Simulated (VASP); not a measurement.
Here is a VASP 6.6.1 calculation.

The input INCAR:

```
PREC = Accurate
ENCUT = 520
EDIFF = 1E-6
ISMEAR = -1
SIGMA = 0.02
LREAL = F
LASPH = T
NELM = 60
ALGO = Normal
ISIF = 2
LWAVE = F
LCHARG = F
GGA = PE
NBANDS = 28
```

File KPOINTS:

```
regular mesh
0
Gamma
  8 8 8
```

File POSCAR:

```
GePbSe2
1.0
    2.0942244203      1.2091010328      6.9108580908
   -2.0942244203      1.2091010328      6.9108580908
    0.0000000000     -2.4182020656      6.9108580908
Ge Pb Se
1 1 2
Direct
    1.0000000000      0.0000000000      0.0000000000
    0.5000000000      0.5000000000      0.5000000000
    0.2587781149      0.2587781149      0.2587781149
    0.7412218851      0.7412218851      0.7412218851
```

Potentials or basis: VASP PAW PBE potentials, release 64 (Ge_d, Pb_d, Se).

The run is started by

```sh
$ cat potpaw_PBE.64/Ge_d/POTCAR potpaw_PBE.64/Pb_d/POTCAR potpaw_PBE.64/Se/POTCAR > POTCAR
$ mpirun -np 1 vasp_std > vasp.out
```

Question: Predict the band gap on the k mesh.

Answer: 0.18 eV, direct.

Question: Predict the pressure.

Answer: 0.0 GPa.

Forces in eV/Å, atoms in the order of the input:
```
Ge   0.000  0.000  0.000
Pb   0.000  0.000  0.000
Se   0.000  0.000 -0.003
Se   0.000  0.000  0.003
```

Caveat: spin-orbit coupling is left out, which moves the levels of the heavy elements. A k mesh can miss the band edges.
